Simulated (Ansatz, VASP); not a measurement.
One calculation of V2SiN2, two programs

```
V Si N
1.0
     4.22094    0.00000    0.00000
     0.00000    4.22094    0.00000
     0.00000    0.00000    3.87018
V Si N
2 1 2
Direct
  0.00000 0.50000 0.50000
  0.50000 0.00000 0.50000
  0.00000 0.00000 0.00000
  0.50000 0.50000 0.50000
  0.00000 0.00000 0.50000
```

Alike in both runs: task single point; functional PBE; k mesh 4 × 4 × 4; occupations gaussian, width 0.1 eV; collinear spin.

|  | VASP | Ansatz |
| --- | --- | --- |
| version | VASP 6.6.1 | Ansatz 0.2.0 |
| potentials or method | VASP PAW PBE potentials, release 64 (V_sv, Si, N), cutoff 520 eV | scalar-relativistic, plane waves, PAW |
| valence electrons in the cell | 40 | 40 |

```csv
,VASP,Ansatz,Ansatz less VASP
gap on the k mesh at the Fermi level (eV),none,none,-
pressure (GPa),-19.3,-19.5,-0.25
"traceless stress, the component that is largest in VASP (GPa)",10.77,10.98,+0.206
net moment per atom (μB),0.38,0.38,-0.002
size of the moment on the site where the two differ most (μB),1.04,0.87,-0.166
```

Site moments also hang on the region over which each program counts them. A gap of «none» marks a metal or a gap that the smearing closes. With one functional, cell and mesh, what is left measures potentials, basis and numerics.

The k mesh is coarse, so the values compare programs but aren't converged.
